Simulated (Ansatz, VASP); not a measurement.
BIr3Br: VASP beside Ansatz

```
CELL_PARAMETERS angstrom
4.15233 0.00000 0.00000
0.00000 4.15233 0.00000
0.00000 0.00000 4.15233
ATOMIC_POSITIONS crystal
B 0.50000 0.50000 0.50000
Ir 0.00000 0.50000 0.50000
Ir 0.50000 0.00000 0.50000
Ir 0.50000 0.50000 0.00000
Br 0.00000 0.00000 0.00000
```

Alike in both runs: functional PBEsol; k mesh 4 × 4 × 4; occupations gaussian, width 0.1175 eV; no spin polarisation.

Ansatz relaxed the structure, and its values are those at the end. VASP's run is a single point on that final structure, the one shown.

```csv
,VASP,Ansatz
version,VASP 6.6.1,Ansatz 0.2.0
potentials or method,"VASP PAW PBE potentials, release 64 (B, Ir, Br), cutoff 520 eV",PAW plane waves
valence electrons in the cell,37,61
```

```csv
,VASP,Ansatz,Ansatz less VASP
gap on the k mesh at the Fermi level (eV),none,none,-
pressure (GPa),0.9,0.0,-0.92
```

VASP's potentials were made for PBE, not for PBEsol. A gap of «none» marks a metal or a gap that the smearing closes. VASP's potentials hold 37 valence electrons a cell and Ansatz's 61, so a difference there can come from the potentials and not from the codes.

The k mesh is coarse, so the values compare programs but aren't converged. Spin-orbit coupling is off throughout.
